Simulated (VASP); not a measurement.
# H3CCl in VASP: further runs, part 2 of 2

VASP 6.6.1. The steps go on from the part before.

## (3) Single point, PBE+D3(BJ)

Input file INCAR:

```
PREC = Accurate
ENCUT = 520
EDIFF = 1E-6
ISMEAR = -1
SIGMA = 0.05
LREAL = Auto
LASPH = T
NELM = 80
ALGO = Normal
ISIF = 2
LWAVE = F
LCHARG = T
GGA = PE
IVDW = 12
LELF = T
LVHAR = T
NBANDS = 82
```

Input file KPOINTS:

```
Automatic mesh
0
Gamma
  1 1 1
```

Input file POSCAR:

```
H3CCl
1.0
    8.7171280000      0.0000000000      0.0000000000
    0.0000000000      8.7171280000      0.0000000000
    0.0000000000      0.0000000000      8.7171280000
C Cl H
8 8 24
Direct
    0.8605357177      0.8686920738      0.9007094997
    0.5147681668      0.3921819205      0.6188276689
    0.4240961014      0.9567715422      0.7148684750
    0.6148470001      0.2288827238      0.0145460753
    0.5422542838      0.7405420684      0.2514360234
    1.0160112367      0.4094811961      0.0748411633
    0.2466408661      0.2139007251      0.2914836171
    0.0748182199      0.6549175371      0.4518345951
    0.9331399057      0.9132824481      1.0885810097
    0.3750891349      0.5123935314      0.7075610224
    0.2981830713      1.0358228077      0.8517484199
    0.6367464146      0.2133271417      0.2214376111
    0.4000285415      0.6675478437      0.1143266452
    0.9091182325      0.4832325509     -0.0913374221
    0.1498888166      0.2436123457      0.4664839153
    0.0616372732      0.8641607649      0.4943485974
    0.8841788259      0.9665798185      0.8326825074
    0.9268534315      0.7730068894      0.8546507519
    0.7337164259      0.8525514367      0.9020746282
    0.5604368778      0.4538536087      0.5181064222
    0.5998191147      0.3532011920      0.7077330974
    0.4540142120      0.2862066497      0.5826460275
    0.5317577074      1.0258195130      0.7099930160
    0.4569050724      0.8326595640      0.7305617171
    0.3654988203      0.9652146900      0.6038112553
    0.6172216354      0.3514574984     -0.0156014687
    0.7063564972      0.1741055081     -0.0395313686
    0.5087914276      0.1721209095     -0.0114143099
    0.4797910504      0.7217055893      0.3639272017
    0.6492734763      0.6595062043      0.2600856612
    0.5558482106      0.8605357177      0.2269440118
    0.9917027718      0.2888910201      0.0747952766
    1.1378862396      0.4434946923      0.0670060139
    0.9721894642      0.4610578163      0.1845676695
    0.2764557318      0.3253709249      0.2438532507
    0.3593270628      0.1569553642      0.3161362320
    0.1719603062      0.1509900967      0.2214834978
    0.0773764020      0.6504321148      0.3258297916
    0.1809885091      0.6118299513      0.5017707667
   -0.0355736431      0.5947371657      0.4831522492
```

Potentials or basis: VASP PAW PBE potentials, release 64 (C, Cl, H).

On the command line:

```sh
$ cat potpaw_PBE.64/C/POTCAR potpaw_PBE.64/Cl/POTCAR potpaw_PBE.64/H/POTCAR > POTCAR
$ mpirun -np 1 vasp_gam > vasp.out
```

OUTCAR:

```text
PREC = Accurate
   ENCUT = 520
   EDIFF = 1E-6
   ISMEAR = -1
   LREAL = Auto
   LASPH = T
   NELM = 80
   ISIF = 2
   GGA = PE
   IVDW = 12
 IVDW          = 12

 ion  position               nearest neighbor table
   1  0.861  0.869  0.901-  17 1.06  18 1.09  19 1.11   9 1.80
   2  0.515  0.392  0.619-  20 1.10  22 1.11  21 1.13  10 1.78
   3  0.424  0.957  0.715-  25 1.10  23 1.12  24 1.13  11 1.76
   4  0.615  0.229  0.015-  27 1.04  28 1.07  26 1.10  12 1.82
   5  0.542  0.741  0.251-  31 1.07  29 1.13  30 1.17  13 1.84
   6  0.016  0.409  0.075-  32 1.07  33 1.11  34 1.12  14 1.84
   7  0.247  0.214  0.291-  37 1.05  35 1.09  36 1.12  15 1.76
   8  0.075  0.655  0.452-  39 1.09  38 1.10  40 1.13  16 1.86
   9  0.933  0.913  0.089-   1 1.80
  10  0.375  0.512  0.708-   2 1.78
  11  0.298  0.036  0.852-   3 1.76
  12  0.637  0.213  0.221-   4 1.82
  13  0.400  0.668  0.114-   5 1.84
  14  0.909  0.483  0.909-   6 1.84
[... 24 lines left out ...]
  39  0.181  0.612  0.502-   8 1.09
  40  0.964  0.595  0.483-   8 1.13

  LATTYP: Found a simple cubic cell.
 ALAT       =     8.7171280000

  Lattice vectors:

 A1 = (   8.7171280000,   0.0000000000,   0.0000000000)
 A2 = (   0.0000000000,   8.7171280000,   0.0000000000)
 A3 = (   0.0000000000,   0.0000000000,   8.7171280000)

Analysis of symmetry for initial positions (statically):
=====================================================================
 Subroutine PRICEL returns:
 Original cell was already a primitive cell.

 Routine SETGRP: Setting up the symmetry group for a
 simple cubic supercell.

 Subroutine GETGRP returns: Found  1 space group operations
 (whereof  1 operations were pure point group operations)
 out of a pool of 48 trial point group operations.

The static configuration has the point symmetry C_1 .

Analysis of symmetry for dynamics (positions and initial velocities):
=====================================================================
 Subroutine PRICEL returns:
 Original cell was already a primitive cell.
[... 184 lines left out ...]
   LORBIT       =      0    0 simple, 1 ext, 2 COOP (PROOUT), +10 PAW based schemes
   GGA     = PE    functional components
   LHFCALC =     F    Hartree Fock is set to
   AEXX    =    0.0000 exact exchange contribution
   IVDW    =    12    specifies the selected vdW correction
   LEPSILON=     F    determine dielectric tensor
   LRPA    =     F    only Hartree local field effects (RPA)
 non-spin polarized calculation
  energy-cutoff  :      520.00
  volume of cell :      662.40
 maximum number of plane-waves:      8923
 NGX is ok and might be reduce to    70
   NGX = 33   NGY = 33   NGZ = 33

 number of electron     111.9999996 magnetization

 Free energy of the ion-electron system (eV)
  ---------------------------------------------------
  ext. energy  EPLUGINS =         0.00000000
  ---------------------------------------------------
  free energy    TOTEN  =      -178.86884836 eV

  energy without entropy =     -178.86884836  energy(sigma->0) =     -178.86884836

 E-fermi :  -1.9091     XC(G=0):  -6.2617

 val. band max:       -3.1321486948   @ k =   0.0000   0.0000   0.0000
 cond. band min:       2.1152967232   @ k =   0.0000   0.0000   0.0000
 fundamental gap:      5.2474454181
 Fermi energy:        -1.9091198286

 k-point     1 :       0.0000    0.0000    0.0000
  band No.  band energies     occupation
      1     -17.8997      2.00000
      2     -17.8133      2.00000
      3     -17.7953      2.00000
      4     -17.6526      2.00000
      5     -17.5365      2.00000
      6     -17.4592      2.00000
[... 60 lines left out ...]
     67       4.1315      0.00000
     68       4.3275      0.00000
 [bands above 68 left out]

------------------------ aborting loop because EDIFF is reached ----------------------------------------

 Edisp (eV)   -1.92544

 E8    (eV) :    -0.5049

  FORCE on cell =-STRESS in cart. coord.  units (eV):
  Direction    XX          YY          ZZ          XY          YZ          ZX
  --------------------------------------------------------------------------------------
  -------------------------------------------------------------------------------------
  Total      -5.12186    -3.10078    -2.61207     0.93398     1.27773    -2.02951
  in kB     -12.38847    -7.50000    -6.31793     2.25906     3.09051    -4.90887
  external pressure =       -8.74 kB  Pullay stress =        0.00 kB

 VOLUME and BASIS-vectors are now :
 -----------------------------------------------------------------------------
  energy-cutoff  :      520.00
  volume of cell :      662.40
      direct lattice vectors                 reciprocal lattice vectors
     8.717128000  0.000000000  0.000000000     0.114716682  0.000000000  0.000000000
     0.000000000  8.717128000  0.000000000     0.000000000  0.114716682  0.000000000
     0.000000000  0.000000000  8.717128000     0.000000000  0.000000000  0.114716682

 POSITION                                       TOTAL-FORCE (eV/Angst)
 -----------------------------------------------------------------------------------
      7.50140      7.57250      7.85160        -0.401185     -0.210829      0.409777
      4.48730      3.41870      5.39440        -0.065391     -0.926023      0.337461
      3.69690      8.34030      6.23160         0.973823     -0.399423     -0.861942
      5.35970      1.99520      0.12680        -0.803533      1.297644      1.319134
      4.72690      6.45540      2.19180        -0.475872     -2.620133      1.413982
      0.13957      3.56950      0.65240        -0.430263      1.357611      0.359673
[... 32 lines left out ...]
      1.57770      5.33340      4.37400        -0.223630     -0.153033      0.236305
      8.40703      5.18440      4.21170         1.050806      0.535413      0.380197
 -----------------------------------------------------------------------------------
    total drift:                               -0.011919     -0.008337     -0.008278

  FREE ENERGIE OF THE ION-ELECTRON SYSTEM (eV)
  ---------------------------------------------------
  free  energy   TOTEN  =      -180.7942911864 eV

  energy  without entropy=     -180.7942911863  energy(sigma->0) =     -180.79429119
```

OSZICAR:

```text
N       E                     dE             d eps       ncg     rms          rms(c)
DAV:   1     0.890975590554E+03    0.89098E+03   -0.52369E+04   164   0.119E+03
DAV:   2    -0.684613881378E+02   -0.95944E+03   -0.90856E+03   206   0.246E+02
DAV:   3    -0.190956726404E+03   -0.12250E+03   -0.12156E+03   208   0.950E+01
DAV:   4    -0.194549386091E+03   -0.35927E+01   -0.35696E+01   208   0.193E+01
DAV:   5    -0.194659506644E+03   -0.11012E+00   -0.11002E+00   200   0.339E+00    0.326E+01
DAV:   6    -0.180890647683E+03    0.13769E+02   -0.20258E+01   200   0.157E+01    0.144E+01
DAV:   7    -0.179271454032E+03    0.16192E+01   -0.91055E+00   200   0.870E+00    0.774E+00
DAV:   8    -0.178873897593E+03    0.39756E+00   -0.65007E-01   200   0.254E+00    0.341E+00
DAV:   9    -0.178863071487E+03    0.10826E-01   -0.10595E-01   200   0.115E+00    0.662E-01
DAV:  10    -0.178867192370E+03   -0.41209E-02   -0.16846E-02   184   0.472E-01    0.285E-01
DAV:  11    -0.178869181098E+03   -0.19887E-02   -0.36636E-03   200   0.235E-01    0.147E-01
DAV:  12    -0.178869043731E+03    0.13737E-03   -0.15819E-03   184   0.162E-01    0.607E-02
DAV:  13    -0.178868891775E+03    0.15196E-03   -0.42231E-04   200   0.889E-02    0.342E-02
DAV:  14    -0.178868864857E+03    0.26917E-04   -0.95632E-05   192   0.341E-02    0.331E-02
DAV:  15    -0.178868853075E+03    0.11783E-04   -0.96843E-06   208   0.125E-02    0.160E-02
DAV:  16    -0.178868848310E+03    0.47649E-05   -0.75948E-06   176   0.139E-02    0.526E-03
DAV:  17    -0.178868848356E+03   -0.46438E-07   -0.47236E-06   200   0.801E-03
   1 F= -.18079429E+03 E0= -.18079429E+03  d E =-.105434E-09
```

It took 1.8 min on 1 thread of Intel Xeon Platinum 8559C (Emerald Rapids), shared host; peak memory 0.66 GiB.

What came out:

- Free energy: -180.7943 eV
- Pressure: -0.9 GPa
- Largest force: 3.015 eV/Å
- Band gap on the k mesh: 5.25 eV
- Dispersion energy per atom: -0.048 eV

Forces on the atoms (eV/Å):
```
C   -0.401 -0.211  0.410
C   -0.065 -0.926  0.337
C    0.974 -0.399 -0.862
C   -0.804  1.298  1.319
C   -0.476 -2.620  1.414
C   -0.430  1.358  0.360
C    1.962  0.496  1.077
C   -1.188  0.645 -0.702
Cl  -0.216 -0.211 -0.012
Cl   0.139  0.097  0.154
Cl  -0.135 -0.247  0.282
Cl   0.289  0.097 -0.426
Cl   0.726  0.088  0.166
Cl   0.556 -0.203  0.744
Cl  -0.377  0.191  0.594
Cl   0.009 -1.072 -0.062
H    0.281  1.050 -0.773
H   -0.295 -0.140  0.122
H    0.665 -0.305  0.233
H    0.211 -0.302  0.421
H   -0.271  0.707 -0.750
H    0.109  0.446 -0.094
H   -0.492 -0.241  0.111
H   -0.524  0.806  0.424
H    0.041  0.021 -0.010
H   -0.251 -0.235  0.150
H    1.601 -0.985 -0.636
H   -0.651 -0.083 -0.280
H    0.608  0.533 -0.738
H   -1.421  1.542 -0.711
H    0.577  0.442 -0.106
H    0.269 -0.706  0.038
H   -0.374 -0.345 -0.413
H   -0.065 -0.238 -0.904
H   -0.106  0.196 -0.190
H   -0.914  0.029 -0.270
H   -0.713 -1.007 -1.141
H    0.324  0.052  0.106
H   -0.224 -0.153  0.236
H    1.051  0.535  0.380
```

Stress tensor (GPa, compression positive):
```
-1.24  0.23 -0.49
 0.23 -0.75  0.31
-0.49  0.31 -0.63
```

Levels at points of the mesh, in eV from the valence-band top:
```
           k point  band 54  band 55  band 56  band 57  band 58  band 59
(0.00, 0.00, 0.00)    -0.11    -0.04     0.00     5.25     5.54     5.61
```

Caveat: the k points lie up to 0.72 Å⁻¹ apart.
